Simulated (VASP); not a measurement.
# LiCaF3 in VASP: further runs

The runs below take LiCaF3 through single point, with PBE.

All numbers are computed with VASP 6.6.1; they aren't measurements. Logs are shortened: lines on timing, memory, paths and dates and some standing lists are left out, and cuts for length are marked.

**1. The cell of the first run**

The structure is cubic, space group Pm-3m (No. 221). The conventional cell has a = 3.761 Å, b = 3.761 Å, c = 3.761 Å, α = 90.00°, β = 90.00°, γ = 90.00°. Within 2.5 Å of Li (site symmetry m-3m) lie 6 F at 1.88 Å. Within 3.5 Å of Ca (site symmetry m-3m) lie 12 F at 2.66 Å and 8 Li at 3.26 Å. Within 2.5 Å of F (site symmetry 4/mmm) lie 2 Li at 1.88 Å.

**2. Single point, PBE**

The input, INCAR:

```
SYSTEM = LiCaF3
PREC = Accurate ; ENCUT = 520
EDIFF = 1E-6 ; ISMEAR = 1
SIGMA = 0.05 ; LREAL = .False.
LASPH = .True. ; NELM = 80
ALGO = Normal ; ISIF = 2
LWAVE = .False. ; LCHARG = .False.
GGA = PE ; NBANDS = 25
```

The input, KPOINTS:

```
Automatic mesh
0
Gamma
  4 4 4
  0 0 0
```

The input, POSCAR:

```
LiCaF3
1.0
    3.7612440000      0.0000000000      0.0000000000
    0.0000000000      3.7612440000      0.0000000000
    0.0000000000      0.0000000000      3.7612440000
Li Ca F
1 1 3
Direct
    0.5000000000      0.5000000000      0.5000000000
    0.0000000000      0.0000000000      0.0000000000
    0.0000000000      0.5000000000      0.5000000000
    0.5000000000      0.5000000000      0.0000000000
    0.5000000000      0.0000000000      0.5000000000
```

Potentials or basis: VASP PAW PBE potentials, release 64 (Li_sv, Ca_sv, F).

Command:

```
> cat potpaw_PBE.64/Li_sv/POTCAR potpaw_PBE.64/Ca_sv/POTCAR potpaw_PBE.64/F/POTCAR > POTCAR
> mpirun -np 1 vasp_std > vasp.out
```

OUTCAR:

```text
SYSTEM = LiCaF3
   PREC = Accurate
   ENCUT = 520
   EDIFF = 1E-6
   ISMEAR = 1
   LREAL = .False.
   LASPH = .True.
   NELM = 80
   ISIF = 2
   GGA = PE

 ion  position               nearest neighbor table
   1  0.500  0.500  0.500-   3 1.88   4 1.88   5 1.88   4 1.88   5 1.88   3 1.88
   2  0.000  0.000  0.000-
   3  0.000  0.500  0.500-   1 1.88   1 1.88
   4  0.500  0.500  0.000-   1 1.88   1 1.88
   5  0.500  0.000  0.500-   1 1.88   1 1.88

  LATTYP: Found a simple cubic cell.
 ALAT       =     3.7612440000

  Lattice vectors:

 A1 = (   3.7612440000,   0.0000000000,   0.0000000000)
 A2 = (   0.0000000000,   3.7612440000,   0.0000000000)
 A3 = (   0.0000000000,   0.0000000000,   3.7612440000)

Analysis of symmetry for initial positions (statically):
=====================================================================
 Subroutine PRICEL returns:
 Original cell was already a primitive cell.

 Routine SETGRP: Setting up the symmetry group for a
 simple cubic supercell.

 Subroutine GETGRP returns: Found 48 space group operations
 (whereof 48 operations were pure point group operations)
 out of a pool of 48 trial point group operations.

The static configuration has the point symmetry O_h .

Analysis of symmetry for dynamics (positions and initial velocities):
=====================================================================
 Subroutine PRICEL returns:
 Original cell was already a primitive cell.

 Routine SETGRP: Setting up the symmetry group for a
 simple cubic supercell.

 Subroutine GETGRP returns: Found 48 space group operations
 (whereof 48 operations were pure point group operations)
 out of a pool of 48 trial point group operations.

The dynamic configuration has the point symmetry O_h .

 Subroutine INISYM returns: Found 48 space group operations
 (whereof 48 operations are pure point group operations),
 and found     1 'primitive' translations

----------------------------------------------------------------------------------------

                                     Primitive cell

  volume of cell :      53.2102

  direct lattice vectors                    reciprocal lattice vectors
     3.761244000  0.000000000  0.000000000     0.265869484  0.000000000  0.000000000
     0.000000000  3.761244000  0.000000000     0.000000000  0.265869484  0.000000000
[... 76 lines left out ...]
   EDIFF  = 0.1E-05   stopping-criterion for ELM
   LREAL  =      F    real-space projection
   EDIFFG = 0.1E-04   stopping-criterion for IOM
   NSW    =      0    number of steps for IOM
   IBRION =     -1    ionic relax: 0-MD 1-quasi-New 2-CG
   NFREE  =      0    steps in history (QN), initial steepest desc. (CG)
   ISIF   =      2    stress and relaxation
   ISYM   =      2    0-nonsym 1-usesym 2-fastsym
   POTIM  = 0.5000    time-step for ionic-motion
   TEBEG  =    0.0;   TEEND  =   0.0 temperature during run
   PSTRESS=    0.0 pullay stress
   NELECT =      34.0000    total number of electrons
   NUPDOWN=      -1.0000    fix difference up-down
   EMIN   =  10.00;   EMAX   =-10.00  energy-range for DOS
   EFERMI =   0.00;   METHOD = LEGACY
   ISMEAR =     1;   SIGMA  =   0.05  broadening in eV -4-tet -1-fermi 0-gaus
   EFERMI_NEDOS =   21; number of points for ismear=-14 and -15
   IALGO  =     38    algorithm
   IMIX   =      4    mixing-type and parameters
     AMIX     =   0.40;   BMIX     =  1.00
     AMIX_MAG =   1.60;   BMIX_MAG =  1.00
  volume/ion in A,a.u.               =      10.64        71.82
  Fermi-wavevector in a.u.,A,eV,Ry     =   1.410056  2.664619 27.051883  1.988257
  Thomas-Fermi vector in A             =   2.532049
   LORBIT       =      0    0 simple, 1 ext, 2 COOP (PROOUT), +10 PAW based schemes
   GGA     = PE    functional components
   LHFCALC =     F    Hartree Fock is set to
   AEXX    =    0.0000 exact exchange contribution
   IVDW    =     0    specifies the selected vdW correction
   LEPSILON=     F    determine dielectric tensor
   LRPA    =     F    only Hartree local field effects (RPA)
 non-spin polarized calculation
 Methfessel and Paxton  Order N= 1 SIGMA  =   0.05
  energy-cutoff  :      520.00
  volume of cell :       53.21
 maximum number of plane-waves:      1472
 NGX is ok and might be reduce to    28
   NGX = 13   NGY = 13   NGZ = 13

 number of electron      33.9999946 magnetization

 Free energy of the ion-electron system (eV)
  ---------------------------------------------------
  ext. energy  EPLUGINS =         0.00000000
  ---------------------------------------------------
  free energy    TOTEN  =       -26.08840904 eV

  energy without entropy =      -26.08900903  energy(sigma->0) =      -26.08860904

 E-fermi :   0.1099     XC(G=0): -10.2721

 val. band max:        0.0805742823   @ k =   0.5000   0.5000   0.5000
 cond. band min:       6.5611636060   @ k =   0.0000   0.0000   0.0000
 fundamental gap:      6.4805893237
 Fermi energy:         0.1098640035

 k-point     1 :       0.0000    0.0000    0.0000
  band No.  band energies     occupation
      1     -40.1192      2.00000
      2     -37.7087      2.00000
      3     -20.2116      2.00000
      4     -19.2844      2.00000
      5     -19.2844      2.00000
      6     -18.6244      2.00000
[... 269 lines left out ...]
     24      14.7682      0.00000
     25      14.7682      0.00000

------------------------ aborting loop because EDIFF is reached ----------------------------------------

  FORCE on cell =-STRESS in cart. coord.  units (eV):
  Direction    XX          YY          ZZ          XY          YZ          ZX
  --------------------------------------------------------------------------------------
  -------------------------------------------------------------------------------------
  Total       -0.0267733     -0.0267733     -0.0267733     -0.0000000      0.0000000     -0.0000000
  in kB       -0.8061538     -0.8061538     -0.8061538     -0.0000000      0.0000000     -0.0000000
  external PRESSURE =      -0.8061538 kB  Pullay stress =       0.0000000 kB

 VOLUME and BASIS-vectors are now :
 -----------------------------------------------------------------------------
  energy-cutoff  :      520.00
  volume of cell :       53.21
      direct lattice vectors                 reciprocal lattice vectors
     3.761244000  0.000000000  0.000000000     0.265869484  0.000000000  0.000000000
     0.000000000  3.761244000  0.000000000     0.000000000  0.265869484  0.000000000
     0.000000000  0.000000000  3.761244000     0.000000000  0.000000000  0.265869484

 POSITION                                       TOTAL-FORCE (eV/Angst)
 -----------------------------------------------------------------------------------
      1.88062      1.88062      1.88062         0.000000      0.000000      0.000000
      0.00000      0.00000      0.00000         0.000000      0.000000      0.000000
      0.00000      1.88062      1.88062         0.000000      0.000000      0.000000
      1.88062      1.88062      0.00000         0.000000      0.000000      0.000000
      1.88062      0.00000      1.88062         0.000000      0.000000      0.000000
 -----------------------------------------------------------------------------------
    total drift:                                0.000000      0.000000      0.000000

  FREE ENERGIE OF THE ION-ELECTRON SYSTEM (eV)
  ---------------------------------------------------
  free  energy   TOTEN  =       -26.0884090390 eV

  energy  without entropy=      -26.0890090343  energy(sigma->0) =      -26.08860904
```

stdout:

```text
POSCAR found type information on POSCAR LiCaF
 POSCAR found :  3 types and       5 ions
 scaLAPACK will be used
 LDA part: xc-table for (Slater+PW92), standard interpolation
 POSCAR, INCAR and KPOINTS ok, starting setup
 FFT: planning ... GRIDC
 FFT: planning ... GRID_SOFT
 FFT: planning ... GRID
 WAVECAR not read
 entering main loop
```

Wall time 11 s (1 thread of Intel Xeon 6975P-C, shared host); peak memory 0.16 GiB.

Results:

* Free energy: -26.0884 eV
* Band gap on the k mesh: 6.48 eV, indirect (least direct gap 6.59 eV)

Caveat: the cutoff is under 1.25 times the usual one of these potentials, so pressure, stress and relaxed cells hold a basis-set (Pulay) error. Expect the measured gap to be larger: semilocal functionals such as PBE lack the derivative discontinuity.

**3. Single point, PBE**

The input, INCAR:

```
PREC = Accurate
ENCUT = 520
EDIFF = 1E-6
ISMEAR = 1
SIGMA = 0.05
LREAL = False
LASPH = True
NELM = 100
ALGO = Normal
ISIF = 2
LWAVE = False
LCHARG = False
GGA = PE
NBANDS = 25
```

The input, KPOINTS:

```
Automatic mesh
0
Gamma
  4 4 4
```

POSCAR, as its differences from that of step 2:

```diff
@@ -10,3 +10,3 @@
     0.0000000000      0.0000000000      0.0000000000
-    0.0000000000      0.5000000000      0.5000000000
+    0.0000000000      0.5050000000      0.5000000000
     0.5000000000      0.5000000000      0.0000000000
```

Potentials or basis: VASP PAW PBE potentials, release 64 (Li_sv, Ca_sv, F).

Command:

```
> cat potpaw_PBE.64/Li_sv/POTCAR potpaw_PBE.64/Ca_sv/POTCAR potpaw_PBE.64/F/POTCAR > POTCAR
> mpirun -np 1 vasp_std > vasp.out
```

OUTCAR:

```text
PREC = Accurate
   ENCUT = 520
   EDIFF = 1E-6
   ISMEAR = 1
   LREAL = False
   LASPH = True
   NELM = 100
   ISIF = 2
   GGA = PE

 ion  position               nearest neighbor table
   1  0.500  0.500  0.500-   4 1.88   5 1.88   4 1.88   5 1.88   3 1.88   3 1.88
   2  0.000  0.000  0.000-
   3  0.000  0.505  0.500-   1 1.88   1 1.88
   4  0.500  0.500  0.000-   1 1.88   1 1.88
   5  0.500  0.000  0.500-   1 1.88   1 1.88

  LATTYP: Found a simple cubic cell.
[... 872 lines left out ...]
  Direction    XX          YY          ZZ          XY          YZ          ZX
  --------------------------------------------------------------------------------------
  -------------------------------------------------------------------------------------
  Total       -0.0159261     -0.0157349     -0.0168377      0.0000000      0.0000000      0.0000000
  in kB       -0.4795415     -0.4737835     -0.5069902      0.0000000      0.0000000      0.0000000
  external PRESSURE =      -0.4867717 kB  Pullay stress =       0.0000000 kB

 VOLUME and BASIS-vectors are now :
 -----------------------------------------------------------------------------
  energy-cutoff  :      520.00
  volume of cell :       53.21
      direct lattice vectors                 reciprocal lattice vectors
     3.761244000  0.000000000  0.000000000     0.265869484  0.000000000  0.000000000
     0.000000000  3.761244000  0.000000000     0.000000000  0.265869484  0.000000000
     0.000000000  0.000000000  3.761244000     0.000000000  0.000000000  0.265869484

 POSITION                                       TOTAL-FORCE (eV/Angst)
 -----------------------------------------------------------------------------------
      1.88062      1.88062      1.88062         0.000000      0.009705      0.000000
      0.00000      0.00000      0.00000         0.000000     -0.018427      0.000000
      0.00000      1.89943      1.88062         0.000000     -0.032893      0.000000
      1.88062      1.88062      0.00000         0.000000     -0.014816      0.000000
      1.88062      0.00000      1.88062         0.000000      0.056431      0.000000
 -----------------------------------------------------------------------------------
    total drift:                                0.000000      0.000278      0.000002

  FREE ENERGIE OF THE ION-ELECTRON SYSTEM (eV)
  ---------------------------------------------------
  free  energy   TOTEN  =       -26.0881012144 eV

  energy  without entropy=      -26.0887016744  energy(sigma->0) =      -26.08830137
```

OSZICAR:

```text
N       E                     dE             d eps       ncg     rms          rms(c)
DAV:   1     0.296434802584E+03    0.29643E+03   -0.18641E+04  1350   0.145E+03
DAV:   2    -0.906577209946E+01   -0.30550E+03   -0.29697E+03  1628   0.389E+02
DAV:   3    -0.268665040184E+02   -0.17801E+02   -0.17729E+02  1879   0.920E+01
DAV:   4    -0.283478278832E+02   -0.14813E+01   -0.14796E+01  2192   0.157E+01
DAV:   5    -0.283628320777E+02   -0.15004E-01   -0.15003E-01  1769   0.162E+00    0.954E+00
DAV:   6    -0.261959302964E+02    0.21669E+01   -0.67888E+00  1495   0.170E+01    0.345E+00
DAV:   7    -0.261303318172E+02    0.65598E-01   -0.28569E-01  1847   0.369E+00    0.200E+00
DAV:   8    -0.260875392870E+02    0.42793E-01   -0.12528E-01  1722   0.323E+00    0.332E-01
DAV:   9    -0.260876274226E+02   -0.88136E-04   -0.22368E-02  1726   0.104E+00    0.189E-01
DAV:  10    -0.260882529050E+02   -0.62548E-03   -0.42553E-03  1557   0.587E-01    0.105E-01
DAV:  11    -0.260880954993E+02    0.15741E-03   -0.63828E-04  1713   0.261E-01    0.175E-02
DAV:  12    -0.260881006156E+02   -0.51163E-05   -0.38245E-05  1675   0.464E-02    0.598E-03
DAV:  13    -0.260881012144E+02   -0.59883E-06   -0.16038E-06  1353   0.105E-02
   1 F= -.26088101E+02 E0= -.26088301E+02  d E =0.600460E-03
```

Wall time 22 s (1 thread of Intel Xeon 6975P-C, shared host); peak memory 0.17 GiB.

Results:

| Quantity | Value |
| --- | --- |
| Free energy | -26.0881 eV |
| Largest force | 0.056 eV/Å |
| Band gap on the k mesh | 6.48 eV, indirect (least direct gap 6.59 eV) |

Forces on the atoms (eV/Å):
```
Li   0.000  0.010  0.000
Ca   0.000 -0.018  0.000
F    0.000 -0.033  0.000
F    0.000 -0.015  0.000
F    0.000  0.056  0.000
```

Caveat: the cutoff is under 1.25 times the usual one of these potentials, so pressure, stress and relaxed cells hold a basis-set (Pulay) error.
